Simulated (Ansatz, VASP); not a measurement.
BeGeSb2: VASP beside Ansatz

```xyz
4
Lattice="4.1323 0.0000 0.0000 0.0000 4.1323 0.0000 0.0000 0.0000 5.7757" Properties=species:S:1:pos:R:3 pbc="T T T"
Be    0.0000    0.0000    0.0000
Sb    0.0000    2.0662    1.2674
Sb    2.0662    0.0000    4.5083
Ge    2.0662    2.0662    2.8879
```

Alike in both runs: task single point; functional r2SCAN; k mesh 6 × 6 × 4; occupations fermi-dirac, width 0.02 eV; no spin polarisation.

|  | VASP | Ansatz |
| --- | --- | --- |
| version | VASP 6.6.1 | Ansatz 0.2.0 |
| potentials or method | VASP PAW PBE potentials, release 64 (Be, Sb, Ge_d) | plane waves, PAW |
| plane-wave cutoff (eV) | 520 | 500 |
| valence electrons in the cell | 26 | 46 |

```csv
,VASP,Ansatz,Ansatz less VASP
pressure (GPa),2.2,1.9,-0.25
rms of the force components (eV/Å),0.029,0.024,-0.0051
```

VASP's potentials were made for PBE, not for r2SCAN. The functional is the same, so the differences come from potentials, cutoffs and numerics. VASP's potentials hold 26 valence electrons a cell and Ansatz's 46, so a difference there can come from the potentials and not from the codes.

Neither program's run includes spin-orbit coupling.
